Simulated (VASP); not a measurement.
A run of VASP 6.6.1:

Contents of INCAR:

```
SYSTEM = Hg
ALGO = Normal ; EDIFF = 1E-6
ENCUT = 500 ; GGA_COMPAT = .FALSE.
ISIF = 2 ; ISMEAR = -1
LASPH = .TRUE. ; LCHARG = .FALSE.
LREAL = .FALSE. ; LWAVE = .FALSE.
NBANDS = 12 ; NELM = 120
PREC = Accurate ; SIGMA = 0.05
```

Contents of KPOINTS:

```
k-points
0
G
  5 5 5
  0 0 0
```

POSCAR

```
Hg
1.0
    4.4646510000      0.0000000000      0.0000000000
    0.0000000000      4.4646510000      0.0000000000
    0.0000000000      0.0000000000      4.4646510000
Hg
1
Direct
    0.0000000000      0.0000000000      0.0000000000
```

Potentials or basis: VASP PAW LDA potentials, release 64 (Hg).

The run is started by

```console
$ cat potpaw_LDA.64/Hg/POTCAR > POTCAR
$ mpirun -np 1 vasp_std > vasp.out
```

Hardware: 1 thread of Intel Xeon 8259CL, on a shared host.

Question: How long does it take, and how much memory?

Answer: It took 7.3 s on 1 thread of Intel Xeon 8259CL, on a shared host, peak memory 0.16 GiB. Counts: scf iterations 10, k points 10.
